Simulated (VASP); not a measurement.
# Pd in VASP: relaxation of the atoms with PBE

Aim: the relaxation of the atoms of Pd with PBE.

Everything below comes from runs of VASP 6.6.1. Logs are shortened: lines on timing, memory, paths and dates and some standing lists are left out, and cuts for length are marked.

### 1 The cell of the first run

The cell holds a slab with vacuum, 3 atoms: a = 2.788 Å, b = 2.788 Å, c = 18.552 Å, α = 90.00°, β = 90.00°, γ = 120.00°.

### 2 Relaxation of the atoms, PBE

The input, INCAR:

```
PREC = Accurate
ENCUT = 520
EDIFF = 1E-6
ISMEAR = 0
SIGMA = 0.1
LREAL = F
LASPH = T
NELM = 80
ALGO = Normal
ISIF = 2
LWAVE = F
LCHARG = F
LDIPOL = T
IDIPOL = 3
DIPOL = 0.5 0.5 0.500
GGA = PE
IBRION = 2
NSW = 70
EDIFFG = -0.03
```

The input, KPOINTS:

```
Automatic mesh
0
Gamma
  12 12 1
```

The input, POSCAR:

```
Pd
1.0
    2.7875943961      0.0000000000      0.0000000000
   -1.3937971981      2.4141275625      0.0000000000
    0.0000000000      0.0000000000     18.5521225869
Pd
3
Selective dynamics
Direct
    0.6666666667      0.3333333333      0.3773153162  F F F
    0.3333333333      0.6666666667      0.5000000000  T T T
    0.0000000000      0.0000000000      0.6226846838  T T T
```

Potentials or basis: VASP PAW PBE potentials, release 64 (Pd).

Command:

```
$ cat potpaw_PBE.64/Pd/POTCAR > POTCAR
$ mpirun -np 1 vasp_std > vasp.out
```

OUTCAR:

```text
PREC = Accurate
   ENCUT = 520
   EDIFF = 1E-6
   ISMEAR = 0
   LREAL = F
   LASPH = T
   NELM = 80
   ISIF = 2
   GGA = PE
   IBRION = 2
   NSW = 70
   EDIFFG = -0.03

 ion  position               nearest neighbor table
   1  0.667  0.333  0.377-   2 2.79   2 2.79   2 2.79
   2  0.333  0.667  0.500-   1 2.79   3 2.79   1 2.79   3 2.79   3 2.79   1 2.79
   3  0.000  0.000  0.623-   2 2.79   2 2.79   2 2.79

  LATTYP: Found a hexagonal cell.
 ALAT       =     2.7875943961
 C/A-ratio  =     6.6552446127

  Lattice vectors:

 A1 = (   2.7875943961,   0.0000000000,   0.0000000000)
 A2 = (  -1.3937971981,   2.4141275625,   0.0000000000)
 A3 = (   0.0000000000,   0.0000000000,  18.5521225869)

Analysis of symmetry for initial positions (statically):
=====================================================================
 Subroutine PRICEL returns:
 Original cell was already a primitive cell.

 Routine SETGRP: Setting up the symmetry group for a
 hexagonal supercell.

 Subroutine GETGRP returns: Found 12 space group operations
 (whereof  6 operations were pure point group operations)
 out of a pool of 24 trial point group operations.

The static configuration has the point symmetry C_3v.
 The point group associated with its full space group is D_3d.

Analysis of symmetry for dynamics (positions and initial velocities):
=====================================================================
 Subroutine PRICEL returns:
 Original cell was already a primitive cell.

 Routine SETGRP: Setting up the symmetry group for a
 hexagonal supercell.

 Subroutine GETGRP returns: Found 12 space group operations
 (whereof  6 operations were pure point group operations)
 out of a pool of 24 trial point group operations.

The dynamic configuration has the point symmetry C_3v.
 The point group associated with its full space group is D_3d.

Analysis of constrained symmetry for selective dynamics:
=====================================================================
 Subroutine PRICEL returns:
 Original cell was already a primitive cell.

 Routine SETGRP: Setting up the symmetry group for a
 hexagonal supercell.

 Subroutine GETGRP returns: Found  6 space group operations
 (whereof  6 operations were pure point group operations)
 out of a pool of 24 trial point group operations.

The constrained configuration has the point symmetry C_3v.

 Subroutine INISYM returns: Found  6 space group operations
 (whereof  6 operations are pure point group operations),
 and found     1 'primitive' translations

----------------------------------------------------------------------------------------

                                     Primitive cell

  volume of cell :     124.8485

  direct lattice vectors                    reciprocal lattice vectors
     2.787594396  0.000000000  0.000000000     0.358732246  0.207114159  0.000000000
    -1.393797198  2.414127563  0.000000000     0.000000000  0.414228318  0.000000000
     0.000000000  0.000000000 18.552122587     0.000000000  0.000000000  0.053902188

  length of vectors
     2.787594396  2.787594396 18.552122587     0.414228318  0.414228318  0.053902188

  position of ions in fractional coordinates (direct lattice)
     0.666666667  0.333333333  0.377315316
     0.333333333  0.666666667  0.500000000
     0.000000000  0.000000000  0.622684684

  ion indices of the primitive-cell ions
   primitive index   ion index
                 1           1
                 2           2
                 3           3

----------------------------------------------------------------------------------------

 KPOINTS: Automatic mesh

Automatic generation of k-mesh.
 Grid dimensions read from file:
 generate k-points for:   12   12    1

 Generating k-lattice:

  Cartesian coordinates                     Fractional coordinates (reciprocal lattice)
     0.029894354  0.017259513  0.000000000     0.083333333  0.000000000  0.000000000
     0.000000000  0.034519027  0.000000000     0.000000000  0.083333333  0.000000000
     0.000000000  0.000000000  0.053902188     0.000000000  0.000000000  1.000000000

  Length of vectors
     0.034519027  0.034519027  0.053902188

  Shift w.r.t. Gamma in fractional coordinates (k-lattice)
     0.000000000  0.000000000  0.000000000

 Subroutine IBZKPT returns following result:
 ===========================================

 Found     19 irreducible k-points:

 Following reciprocal coordinates:
            Coordinates               Weight
  0.000000  0.000000  0.000000      1.000000
  0.083333 -0.000000  0.000000      6.000000
  0.166667 -0.000000  0.000000      6.000000
  0.250000  0.000000  0.000000      6.000000
  0.333333 -0.000000  0.000000      6.000000
  0.416667 -0.000000  0.000000      6.000000
[... 11 lines left out ...]
  0.333333  0.250000  0.000000     12.000000
  0.333333  0.333333  0.000000      2.000000
   k-points           NKPTS =     19   k-points in BZ     NKDIM =     19   number of bands    NBANDS=     19
   number of dos      NEDOS =    301   number of ions     NIONS =      3
   total plane-waves  NPLWV =  80640
   dimension x,y,z NGX =    24 NGY =   24 NGZ =  140
   dimension x,y,z NGXF=    48 NGYF=   48 NGZF=  280
   ions per type =               3
   NGX,Y,Z   is equivalent  to a cutoff of  14.31, 14.31, 12.55 a.u.
   NGXF,Y,Z  is equivalent  to a cutoff of  28.63, 28.63, 25.09 a.u.
 SYSTEM =  unknown system
   PREC   = accura    normal or accurate (medium, high low for compatibility)
   ISTART =      0    job   : 0-new  1-cont  2-samecut
   ICHARG =      2    charge: 1-file 2-atom 10-const
   ISPIN  =      1    spin polarized calculation?
   LNONCOLLINEAR =      F non collinear calculations
   LSORBIT =      F    spin-orbit coupling
   LASPH  =      T    aspherical Exc in radial PAW
   ENCUT  =  520.0 eV  38.22 Ry    6.18 a.u.   5.18  5.18 34.49*2*pi/ulx,y,z
   NELM   =     80;   NELMIN=  2; NELMDL= -5     # of ELM steps
   EDIFF  = 0.1E-05   stopping-criterion for ELM
   LREAL  =      F    real-space projection
   EDIFFG = -.3E-01   stopping-criterion for IOM
   NSW    =     70    number of steps for IOM
   IBRION =      2    ionic relax: 0-MD 1-quasi-New 2-CG
   NFREE  =      1    steps in history (QN), initial steepest desc. (CG)
   ISIF   =      2    stress and relaxation
   ISYM   =      2    0-nonsym 1-usesym 2-fastsym
   POTIM  = 0.5000    time-step for ionic-motion
   TEBEG  =    0.0;   TEEND  =   0.0 temperature during run
   PSTRESS=    0.0 pullay stress
   NELECT =      30.0000    total number of electrons
   NUPDOWN=      -1.0000    fix difference up-down
   EMIN   =  10.00;   EMAX   =-10.00  energy-range for DOS
   EFERMI =   0.00;   METHOD = LEGACY
   ISMEAR =     0;   SIGMA  =   0.10  broadening in eV -4-tet -1-fermi 0-gaus
   EFERMI_NEDOS =   21; number of points for ismear=-14 and -15
   IALGO  =     38    algorithm
   IMIX   =      4    mixing-type and parameters
     AMIX     =   0.40;   BMIX     =  1.00
     AMIX_MAG =   1.60;   BMIX_MAG =  1.00
  volume/ion in A,a.u.               =      41.62       280.84
  Fermi-wavevector in a.u.,A,eV,Ry     =   1.017780  1.923326 14.093964  1.035877
  Thomas-Fermi vector in A             =   2.151201
   LORBIT       =      0    0 simple, 1 ext, 2 COOP (PROOUT), +10 PAW based schemes
   GGA     = PE    functional components
   LHFCALC =     F    Hartree Fock is set to
   AEXX    =    0.0000 exact exchange contribution
   IVDW    =     0    specifies the selected vdW correction
   LEPSILON=     F    determine dielectric tensor
   LRPA    =     F    only Hartree local field effects (RPA)
 conjugate gradient relaxation of ions
 non-spin polarized calculation
 Gauss-broadening in eV      SIGMA  =   0.10
  energy-cutoff  :      520.00
  volume of cell :      124.85
 maximum number of plane-waves:      3382
 NGX is ok and might be reduce to    24
   NGX = 11   NGY = 11   NGZ = 69

 dipolmoment           0.000000      0.000000      0.000003 electrons x Angstroem

 number of electron      30.0000006 magnetization

 dipolmoment           0.000000      0.000000     -0.000000 electrons x Angstroem

 Free energy of the ion-electron system (eV)
  ---------------------------------------------------
  ext. energy  EPLUGINS =         0.00000000
  ---------------------------------------------------
  free energy    TOTEN  =       -14.52519082 eV

  energy without entropy =      -14.47706299  energy(sigma->0) =      -14.50112691

 E-fermi :   0.0322     XC(G=0):  -5.6776

 val. band max:        0.0287844449   @ k =   0.3333  -0.0000   0.0000
 cond. band min:       0.0371293626   @ k =   0.3333   0.2500   0.0000
 fundamental gap:      0.0083449177
 Fermi energy:         0.0322107335

 k-point     1 :       0.0000    0.0000    0.0000
  band No.  band energies     occupation
      1      -6.0162      2.00000
      2      -4.7076      2.00000
      3      -4.6546      2.00000
      4      -2.5141      2.00000
      5      -2.4662      2.00000
      6      -2.4662      2.00000
[... 11 lines left out ...]
     18       0.1865      0.02912
     19       1.6392      0.00000

 k-point     2 :       0.0833   -0.0000    0.0000
  band No.  band energies     occupation
      1      -5.8048      2.00000
      2      -4.5052      2.00000
      3      -4.4859      2.00000
      4      -2.5977      2.00000
      5      -2.5287      2.00000
      6      -2.4533      2.00000
[... 11 lines left out ...]
     18       0.6873      0.00000
     19       2.2748      0.00000

 k-point     3 :       0.1667   -0.0000    0.0000
  band No.  band energies     occupation
      1      -5.2356      2.00000
      2      -4.1195      2.00000
      3      -3.9783      2.00000
      4      -2.9352      2.00000
      5      -2.8064      2.00000
      6      -2.4979      2.00000
[... 324 lines left out ...]
      1      -3.8575      2.00000
      2      -3.6460      2.00000
      3      -3.5002      2.00000
      4      -3.2916      2.00000
      5      -2.8172      2.00000
      6      -2.6723      2.00000
[... 11 lines left out ...]
     18       6.6494      0.00000
     19       7.9031      0.00000

 k-point    19 :       0.3333    0.3333    0.0000
  band No.  band energies     occupation
      1      -3.5759      2.00000
      2      -3.5759      2.00000
      3      -3.5399      2.00000
      4      -3.0406      2.00000
      5      -3.0406      2.00000
      6      -2.3663      2.00000
[... 11 lines left out ...]
     18       6.6745      0.00000
     19       7.3632      0.00000

------------------------ aborting loop because EDIFF is reached ----------------------------------------

 vacuum level on the upper side and lower side of the slab       (xc-potential included)        -0.198        -0.198

  FORCE on cell =-STRESS in cart. coord.  units (eV):
  Direction    XX          YY          ZZ          XY          YZ          ZX
  --------------------------------------------------------------------------------------
  -------------------------------------------------------------------------------------
  Total       -2.1257472     -2.1257472     -0.0780060      0.0000000     -0.0000000      0.0000000
  in kB      -27.2796505    -27.2796505     -1.0010490      0.0000000     -0.0000000      0.0000000
  external PRESSURE =     -18.5201167 kB  Pullay stress =       0.0000000 kB

 VOLUME and BASIS-vectors are now :
 -----------------------------------------------------------------------------
  energy-cutoff  :      520.00
  volume of cell :      124.85
      direct lattice vectors                 reciprocal lattice vectors
     2.787594396  0.000000000  0.000000000     0.358732246  0.207114159  0.000000000
    -1.393797198  2.414127563  0.000000000     0.000000000  0.414228318  0.000000000
     0.000000000  0.000000000 18.552122587     0.000000000  0.000000000  0.053902188

 POSITION                                       TOTAL-FORCE (eV/Angst)
 -----------------------------------------------------------------------------------
      1.39380      0.80471      7.00000         0.000000      0.000000      0.011847
     -0.00000      1.60942      9.27606        -0.000000     -0.000000     -0.000009
      0.00000      0.00000     11.55212        -0.000000      0.000000     -0.011838
 -----------------------------------------------------------------------------------
    total drift:                               -0.000000      0.000000      0.000018

  FREE ENERGIE OF THE ION-ELECTRON SYSTEM (eV)
  ---------------------------------------------------
  free  energy   TOTEN  =       -14.5251908190 eV

  energy  without entropy=      -14.4770629949  energy(sigma->0) =      -14.50112691

 reached required accuracy - stopping structural energy minimisation

 vacuum level on the upper side and lower side of the slab         5.167         5.168
```

It took 2.4 min on 1 thread of AMD EPYC 7R13, shared host; peak memory 0.24 GiB.

Results:

```yaml
Free_energy: -14.5252 eV
Band_gap_on_the_k_mesh: zero (band 15 reaches 0.36 eV, above the bottom of band 16 at -0.42 eV)
```

Final structure:
```yaml
crystal:
  lattice:
    - [2.78759, 0.00000, 0.00000]
    - [-1.39380, 2.41413, 0.00000]
    - [0.00000, 0.00000, 18.55212]
  atoms:
    - { symbol: Pd, position: [0.66667, 0.33333, 0.37732] }
    - { symbol: Pd, position: [0.33333, 0.66667, 0.50000] }
    - { symbol: Pd, position: [0.00000, 0.00000, 0.62268] }
```

Caveat: the relaxation stopped at its first step, so nothing moved.
